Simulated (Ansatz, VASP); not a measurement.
## BAs: VASP beside Ansatz

```
B As
1.0
     0.00000    2.38209    2.38209
     2.38209    0.00000    2.38209
     2.38209    2.38209    0.00000
B As
1 1
Direct
  0.00000 0.00000 0.00000
  0.75000 0.75000 0.75000
```

Alike in both runs: functional PBE; dispersion D3(BJ); k mesh 10 × 10 × 10; occupations gaussian, width 0.02 eV; no spin polarisation.

Ansatz relaxed the structure, and its values are those at the end. VASP's run is a single point on that final structure, the one shown.

|  | VASP | Ansatz |
| --- | --- | --- |
| version | VASP 6.6.1 | Ansatz 0.2.0 |
| potentials or method | VASP PAW PBE potentials, release 64 (B, As), cutoff 500 eV | scalar-relativistic, plane waves, PAW |
| valence electrons in the cell | 8 | 18 |

|  | VASP | Ansatz | Ansatz less VASP |
| --- | --- | --- | --- |
| gap on the k mesh at the Fermi level (eV) | 1.17 | 1.18 | +0.009 |
| least direct gap on the mesh (eV) | 3.29 | 3.29 | +0.005 |
| pressure (GPa) | 0.7 | 0.0 | -0.69 |

VASP's potentials hold 8 valence electrons a cell and Ansatz's 18, so a difference there can come from the potentials and not from the codes.
